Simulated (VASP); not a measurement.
C: single point with PBE-based screened hybrid with 25 % exact exchange

C:

```
C
1.0
     0.00000    1.78337    1.78337
     1.78337    0.00000    1.78337
     1.78337    1.78337    0.00000
C
2
Direct
  0.75000 0.75000 0.75000
  0.50000 0.50000 0.50000
```

* Program: VASP 6.6.1
* Task: single point
* Functional: PBE-based screened hybrid with 25 % exact exchange
* Potentials or basis: VASP PAW PBE potentials, release 64 (C)
* Cutoff: 520 eV
* k mesh: 7 × 7 × 7
* Occupations: fermi-dirac, width 0.05 eV
* Spin: no spin polarisation

* Pressure: -7.7 GPa
* Band gap on the k mesh: 5.75 eV (least direct gap 7.32 eV)

Levels at points of the mesh, in eV from the valence-band top:
```csv
k point,band 1,band 2,band 3,band 4,band 5,band 6,band 7,band 8,band 9
"(0.00, 0.00, 0.00)",-23.59,0.00,0.00,0.00,7.32,7.32,7.32,15.64,21.20
```

Wall time 3.5 min on 1 thread of Intel(R) Xeon(R) Platinum 8488C (Sapphire Rapids), with other jobs on the host, peak memory 0.22 GiB.

Caveat: the k points lie up to 0.44 Å⁻¹ apart; the PAW data sets were made with another functional, which shifts forces and pressure a little; an odd mesh through Γ misses points on the zone boundary, where band edges can lie.
